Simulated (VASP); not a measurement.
Runs of VASP 6.6.1 on W. The structure is that of space group C2/m (No. 12), or close to it. The cells are those of the table. 

```tsv
cell	gap on the mesh (eV)	pressure (GPa)
a = 2.987, b = 2.548, c = 2.843 Å, angles 67.0, 71.2, 61.2°, 1 atom	none	-8.6
a = 3.048, b = 2.906, c = 2.829 Å, angles 64.2, 65.6, 56.7°, 1 atom	none	-30.5
a = 2.979, b = 2.690, c = 2.834 Å, angles 65.2, 68.0, 59.7°, 1 atom	none	(a)
a = 3.053, b = 2.765, c = 2.834 Å, angles 66.1, 68.7, 58.1°, 1 atom	none	(b)
a = 3.061, b = 2.624, c = 2.843 Å, angles 68.0, 71.9, 59.4°, 1 atom	none	-19.8
a = 2.974, b = 2.831, c = 2.829 Å, angles 63.4, 64.8, 58.3°, 1 atom	none	-22.1
```

Alike in all rows: task single point; level PBEsol; potentials or basis VASP PAW PBE potentials, release 64 (W_sv); no spin polarisation; k mesh 20 × 20 × 20; cutoff (eV) 500; smearing gaussian 0.15 eV.

Task: Estimate the missing entries.

Result: (a) -17.6; (b) -26.9.

Caveats: the cell stands under tension; the PAW data sets were made with another functional, which shifts forces and pressure a little; spin-orbit coupling is left out, which moves the levels of the heavy elements.

A k mesh can miss the band edges, and the runs leave out spin-orbit coupling on W.

A gap of «none» marks levels without a gap at the run's occupations.
